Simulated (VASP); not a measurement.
Al: single point with PBE

The system is Al.

```
Al
1.0
     2.00380   -3.45282    0.00000
     2.00380    3.45282    0.00000
     0.00000    0.00000    2.96600
Al
2
Direct
  0.33286 0.66714 0.25000
  0.66714 0.33286 0.75000
```

```json
{
 "Program": "VASP 6.6.1",
 "Task": "single point",
 "Functional": "PBE",
 "Potentials or basis": "VASP PAW PBE potentials, release 64 (Al)",
 "Cutoff": "520 eV",
 "k mesh": "6 × 6 × 6",
 "Occupations": "gaussian, width 0.1 eV",
 "Spin": "no spin polarisation",
 "Dipole correction": "no",
 "Further INCAR settings": "ALGO = Normal; EDIFF = 1e-06; NBANDS = 10"
}
```

The pressure is 0.0 GPa. The largest force is 0.005 eV/Å. The band gap on the k mesh is zero (band 3 reaches 9.79 eV, above the bottom of band 4 at 3.69 eV).

Forces in eV/Å, atoms in the order of the input:
```
Al   0.000 -0.005  0.000
Al   0.000  0.005  0.000
```

Stress tensor (GPa, compression positive):
```
-0.11  0.00  0.00
 0.00  0.00  0.00
 0.00  0.00  0.09
```

Levels at points of the mesh, in eV from the Fermi level:
| k point | band 1 | band 2 | band 3 | band 4 | band 5 | band 6 | band 7 |
| --- | --- | --- | --- | --- | --- | --- | --- |
| (0.00, 0.00, 0.00) | -9.57 | 0.57 | 0.63 | 2.34 | 3.37 | 3.41 | 5.72 |
| (0.50, 0.00, 0.00) | -7.27 | -5.88 | -1.09 | 1.04 | 7.60 | 8.97 | 9.48 |
| (0.50, 0.50, 0.00) | -7.25 | -5.86 | -1.15 | 0.97 | 7.61 | 8.99 | 9.50 |
| (0.00, 0.00, 0.50) | -5.43 | -5.43 | 4.35 | 4.35 | 4.41 | 4.41 | 6.48 |
| (0.50, 0.00, 0.50) | -3.25 | -3.25 | -1.74 | -1.74 | 2.76 | 2.76 | 5.20 |
| (0.50, 0.50, 0.50) | -3.23 | -3.23 | -1.71 | -1.71 | 2.70 | 2.70 | 5.13 |

It took 13 s on 1 thread of Intel Xeon 6975P-C (shared host), peak memory 0.15 GiB.
